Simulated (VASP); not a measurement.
# Ba3HfO (P6/mmm) in VASP: further runs, part 2 of 2

VASP 6.6.1. Earlier steps stand in the parts before.

**4. Relaxation of cell and atoms, PBE**

The input, INCAR:

```
SYSTEM = Ba3HfO
  PREC = Accurate
  ENCUT = 600
  EDIFF = 1E-6
  ISMEAR = 0
  SIGMA = 0.1
  LREAL = .FALSE.
  LASPH = .TRUE.
  NELM = 100
  ALGO = Normal
  ISIF = 3
  LWAVE = .FALSE.
  LCHARG = .FALSE.
  GGA = PE
  IBRION = 2
  NSW = 90
  EDIFFG = -0.04
```

The input, KPOINTS:

```
regular mesh
0
G
  3 3 4
  0 0 0
```

The input, POSCAR:

```
Ba3HfO
1.0
    6.1655908900      0.0000000000      0.0000000000
   -3.0827954400      5.3395583400      0.0000000000
    0.0000000000      0.0000000000      4.5465102200
Ba Hf O
3 1 1
Direct
    0.5000000000      0.0000000000      0.0000000000
    0.0000000000      0.5000000000      0.0000000000
    0.5000000000      0.5000000000      0.0000000000
    0.0000000000      0.0000000000      0.0000000000
    0.0000000000      0.0000000000      0.5000000000
```

Potentials or basis: VASP PAW PBE potentials, release 64 (Ba_sv, Hf_pv, O).

Started as:

```sh
$ cat potpaw_PBE.64/Ba_sv/POTCAR potpaw_PBE.64/Hf_pv/POTCAR potpaw_PBE.64/O/POTCAR > POTCAR
$ mpirun -np 1 vasp_std > vasp.out
```

OUTCAR:

```text
SYSTEM = Ba3HfO
   PREC = Accurate
   ENCUT = 600
   EDIFF = 1E-6
   ISMEAR = 0
   LREAL = .FALSE.
   LASPH = .TRUE.
   NELM = 100
   ISIF = 3
   GGA = PE
   IBRION = 2
   NSW = 90
   EDIFFG = -0.04

 ion  position               nearest neighbor table
   1  0.500  0.000  0.000-   3 3.08   3 3.08   4 3.08   4 3.08   2 3.08   2 3.08
   2  0.000  0.500  0.000-   4 3.08   4 3.08   3 3.08   3 3.08   1 3.08   1 3.08
   3  0.500  0.500  0.000-   1 3.08   1 3.08   2 3.08   2 3.08   4 3.08   4 3.08
   4  0.000  0.000  0.000-   5 2.27   5 2.27   2 3.08   2 3.08   1 3.08   1 3.08   3 3.08   3 3.08

   5  0.000  0.000  0.500-   4 2.27   4 2.27

  LATTYP: Found a hexagonal cell.
 ALAT       =     6.1655908900
 C/A-ratio  =     0.7374005673

  Lattice vectors:

 A1 = (   6.1655908900,   0.0000000000,   0.0000000000)
 A2 = (  -3.0827954400,   5.3395583400,   0.0000000000)
 A3 = (   0.0000000000,   0.0000000000,   4.5465102200)

Analysis of symmetry for initial positions (statically):
=====================================================================
 Subroutine PRICEL returns:
 Original cell was already a primitive cell.

 Routine SETGRP: Setting up the symmetry group for a
 hexagonal supercell.

 Subroutine GETGRP returns: Found 24 space group operations
 (whereof 24 operations were pure point group operations)
 out of a pool of 24 trial point group operations.

The static configuration has the point symmetry D_6h.

[... 136 lines left out ...]
  energy-cutoff  :      600.00
  volume of cell :      149.68
 maximum number of plane-waves:      5035
 NGX is ok and might be reduce to    50
   NGX = 25   NGY = 25   NGZ = 19

--------------------------------------- Ionic step        1  -------------------------------------------

 number of electron      45.9999999 magnetization

 Free energy of the ion-electron system (eV)
  ---------------------------------------------------
  ext. energy  EPLUGINS =         0.00000000
  ---------------------------------------------------
  free energy    TOTEN  =       -16.55757694 eV

  energy without entropy =      -16.49204059  energy(sigma->0) =      -16.52480877

 E-fermi :   3.6237     XC(G=0):  -9.2301

 val. band max:        3.5531462059   @ k =   0.3333  -0.0000   0.0000
 cond. band min:       3.6550315868   @ k =   0.0000   0.0000   0.2500
 fundamental gap:      0.1018853809
 Fermi energy:         3.6237475597

 k-point     1 :       0.0000    0.0000    0.0000
  band No.  band energies     occupation
      1     -27.5279      2.00000
      2     -27.5279      2.00000
      3     -27.4751      2.00000
      4     -25.6192      2.00000
      5     -24.5470      2.00000
      6     -24.5470      2.00000
[... 531 lines left out ...]
--------------------------------------- Ionic step        8  -------------------------------------------

 number of electron      46.0000004 magnetization

 Free energy of the ion-electron system (eV)
  ---------------------------------------------------
  ext. energy  EPLUGINS =         0.00000000
  ---------------------------------------------------
  free energy    TOTEN  =       -22.69347404 eV

  energy without entropy =      -22.66560831  energy(sigma->0) =      -22.67954118

 E-fermi :   2.1572     XC(G=0):  -8.0085

 val. band max:        2.1298020446   @ k =   0.0000   0.0000   0.0000
 cond. band min:       2.1979359553   @ k =   0.3333  -0.0000   0.2500
 fundamental gap:      0.0681339106
 Fermi energy:         2.1572092481

 k-point     1 :       0.0000    0.0000    0.0000
  band No.  band energies     occupation
      1     -29.5043      2.00000
      2     -29.5043      2.00000
      3     -29.4416      2.00000
      4     -26.7511      2.00000
      5     -26.6592      2.00000
      6     -26.6592      2.00000
[... 291 lines left out ...]
  FREE ENERGIE OF THE ION-ELECTRON SYSTEM (eV)
  ---------------------------------------------------
  free  energy   TOTEN  =       -22.6934740431 eV

  energy  without entropy=      -22.6656083115  energy(sigma->0) =      -22.67954118

 reached required accuracy - stopping structural energy minimisation
```

CONTCAR:

```text
Ba3HfO
   1.00000000000000
     7.8827968117641216    0.0000000017359250   -0.0000000000000000
    -3.9413983979861329    6.8267022908367743   -0.0000000000000000
    -0.0000000000000000   -0.0000000000000000    3.9868416629541592
  Ba              Hf              O
     3     1     1
Direct
     0.5000000000000000    0.0000000000000000    0.0000000000000000
     0.0000000000000000    0.5000000000000000    0.0000000000000000
     0.5000000000000000    0.5000000000000000    0.0000000000000000
     0.0000000000000000    0.0000000000000000    0.0000000000000000
     0.0000000000000000    0.0000000000000000    0.5000000000000000

  0.00000000E+00  0.00000000E+00  0.00000000E+00
  0.00000000E+00  0.00000000E+00  0.00000000E+00
  0.00000000E+00  0.00000000E+00  0.00000000E+00
  0.00000000E+00  0.00000000E+00  0.00000000E+00
  0.00000000E+00  0.00000000E+00  0.00000000E+00
```

Wall time 4.3 min (1 thread of Intel Xeon Platinum 8488C (Sapphire Rapids), shared host); peak memory 0.32 GiB.

What came out:

| Item | Value |
| --- | --- |
| Free energy | -22.6935 eV |
| Relaxed volume | 42.91 Å³/atom |
| Relaxed cell | a = 7.883 Å, b = 7.883 Å, c = 3.987 Å, α = 90.00°, β = 90.00°, γ = 120.00° |
| Space group after relaxing (to 0.05 Å) | P6/mmm (No. 191) |
| Energy gained by relaxing | 1227.2 meV/atom |
| Ionic steps | 8 |
| Pressure after relaxing | -0.1 GPa |
| Band gap on the k mesh | zero (band 23 reaches 2.52 eV, above the bottom of band 24 at 1.84 eV) |

Stress tensor (GPa, compression positive):
```
-0.01  0.00  0.00
 0.00 -0.01  0.00
 0.00  0.00 -0.14
```

Step by step:
```tsv
step	energy change (eV)	largest force (eV/Å)	pressure (GPa)	volume (Å³)
1	0.0000	0.0000	10.43	149.68
2	-5.8967	0.0000	3.05	189.17
3	-5.9211	0.0000	3.62	194.51
4	-5.9338	0.0000	3.51	193.65
5	-6.0167	0.0000	-1.69	222.92
6	-6.1191	0.0000	0.19	209.50
7	-6.1353	0.0000	-0.02	213.69
8	-6.1359	0.0000	-0.05	214.55
```

Final structure:
```
CELL_PARAMETERS angstrom
7.88280 0.00000 0.00000
-3.94140 6.82670 0.00000
0.00000 0.00000 3.98684
ATOMIC_POSITIONS crystal
Ba 0.50000 0.00000 0.00000
Ba 0.00000 0.50000 0.00000
Ba 0.50000 0.50000 0.00000
Hf 0.00000 0.00000 0.00000
O 0.00000 0.00000 0.50000
```

Caveat: the k points lie up to 0.39 Å⁻¹ apart in the final cell; the volume moved by over 15 % at a fixed basis, so the end points are rough; spin-orbit coupling is left out, which moves the levels of the heavy elements.

**5. The runs side by side**

| task | cell | cutoff (eV) | gap on the mesh (eV) | pressure (GPa) |
| --- | --- | --- | --- | --- |
| single point | a = 6.166, b = 6.166, c = 4.547 Å, angles 90.0, 90.0, 120.0°, 5 atoms | 520 | none | 10.4 |
| single point | a = 8.037, b = 8.037, c = 3.995 Å, angles 90.0, 90.0, 120.0°, 5 atoms | 520 | none | -0.3 |
| relaxation of cell and atoms | relaxed from a = 6.166, b = 6.166, c = 4.547 Å, angles 90.0, 90.0, 120.0°, 5 atoms | 600 | none | -0.1 |

Alike in all rows: level PBE; potentials or basis VASP PAW PBE potentials, release 64 (Ba_sv, Hf_pv, O); no spin polarisation; k mesh 3 × 3 × 4; smearing gaussian 0.1 eV.

Caveats: all runs use coarse meshes; spin-orbit coupling is left out, which moves the levels of the heavy elements; the volume moved by over 15 % at a fixed basis, so the end points are rough (some runs).

Total energies depend on the potentials used, so only differences within one code and one set of settings carry meaning.
